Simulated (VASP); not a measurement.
A run of VASP 6.6.1:

File INCAR:

```
SYSTEM = CsLiCr2Te2S3
  ALGO = Normal
  EDIFF = 1E-6
  ENCUT = 520
  GGA = PE
  ISIF = 2
  ISMEAR = -1
  ISPIN = 2
  LASPH = .TRUE.
  LCHARG = .TRUE.
  LELF = .TRUE.
  LMAXMIX = 4
  LORBIT = 11
  LREAL = .FALSE.
  LVHAR = .TRUE.
  LWAVE = .FALSE.
  MAGMOM = 0 0 3 3 0 0 0 0 0
  NBANDS = 47
  NELM = 150
  PREC = Accurate
  SIGMA = 0.05
```

KPOINTS

```
k-points
0
G
  6 6 1
  0 0 0
```

POSCAR

```
CsLiCr2Te2S3
1.0
    3.6092214803      0.0000000000      0.0000000000
   -1.8046107401      3.1256774898      0.0000000000
    0.0000000000      0.0000000000     19.0329695839
Cs Li Cr Te S
1 1 2 2 3
Direct
    0.0000000000      0.0000000000      0.3740161706
    0.6666666667      0.3333333333      0.0157608101
    0.0000000000      0.0000000000      0.8663502737
    0.3333333333      0.6666666667      0.1681810843
    0.3333333333      0.6666666667      0.5391215442
    0.6666666667      0.3333333333      0.7734395937
    0.0000000000      0.0000000000      0.1002013777
    0.3333333333      0.6666666667      0.9290349467
    0.6666666667      0.3333333333      0.2339041989
```

Potentials or basis: VASP PAW PBE potentials, release 64 (Cs_sv, Li_sv, Cr_pv, Te, S).

Command:

```console
$ cat potpaw_PBE.64/Cs_sv/POTCAR potpaw_PBE.64/Li_sv/POTCAR potpaw_PBE.64/Cr_pv/POTCAR potpaw_PBE.64/Te/POTCAR potpaw_PBE.64/S/POTCAR > POTCAR
$ mpirun -np 1 vasp_std > vasp.out
```

Hardware: 1 thread of AMD EPYC 7R13 Processor (Zen 3), on a shared host.

How long does it take, and how much memory?

Run time: 5.7 min on 1 thread of AMD EPYC 7R13 Processor (Zen 3), with other jobs on the host, peak memory 0.45 GiB. Counts: scf iterations 26, k points 7.
